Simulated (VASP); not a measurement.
NbC (Niobocarbide):

```xyz
2
Lattice="3.1601 0.0000 0.0000 1.5801 2.7368 0.0000 1.5801 0.9123 2.5802" Properties=species:S:1:pos:R:3 pbc="T T T"
Nb    0.0000    0.0000    0.0000
C     3.1601    1.8245    1.2901
```

Base run:

| Item | Value |
| --- | --- |
| Program | VASP 6.6.1 |
| Functional | revPBE |
| Dispersion | D3(BJ) |
| Potentials or basis | VASP PAW PBE potentials, release 64 (Nb_sv, C) |
| Cutoff | 600 eV |
| k mesh | 7 × 7 × 7 |
| Occupations | gaussian, width 0.01 eV |
| Spin | no spin polarisation |

Its results: pressure -8.7 GPa.

Problem. After a change of settings the same cell gave: pressure -4.5 GPa. Which change was it?
A. k mesh from 7 × 7 × 7 to 5 × 5 × 5
B. k mesh from 7 × 7 × 7 to 3 × 3 × 3
C. k mesh from 7 × 7 × 7 to 9 × 9 × 9

Solution. B.

Caveats: some runs use coarse meshes; three body term missing; the PAW data sets were made with another functional, which shifts forces and pressure a little; pairwise dispersion overbinds metals, which lowers pressure and volume.
